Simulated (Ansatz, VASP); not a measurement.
## O in VASP and in Ansatz

```
O
1.0
     2.50872    0.00000    0.00000
    -1.25436    2.17261    0.00000
     0.00000    0.00000    6.44078
O
4
Direct
  0.33333 0.66667 0.16100
  0.66667 0.33333 0.66100
  0.33333 0.66667 0.33900
  0.66667 0.33333 0.83900
```

Change from the starting cell: volume scaled by 0.94.

Alike in both runs: task single point; functional PBEsol; k mesh 13 × 13 × 5; occupations fermi-dirac, width 0.03 eV; no spin polarisation.

```csv
,VASP,Ansatz
version,VASP 6.6.1,Ansatz 0.2.0
potentials or method,"VASP PAW PBE potentials, release 64 (O), cutoff 520 eV","all-electron LAPW, scalar-relativistic"
```

|  | VASP | Ansatz | Ansatz less VASP |
| --- | --- | --- | --- |
| pressure (GPa) | 30.7 | 23.4 | -7.28 |
| traceless stress, the component that is largest in VASP (GPa) | 67.26 | 51.64 | -15.622 |
| rms of the force components (eV/Å) | 4.258 | 2.944 | -1.3139 |

VASP's potentials were made for PBE, not for PBEsol. Atom by atom the forces differ by 1.314 eV/Å (rms over components). Ansatz ran all-electron here, and VASP with PAW potentials.

Noted on VASP's run: the standard files for N, O and F lose accuracy on very short bonds; spin is off for a triplet molecule.
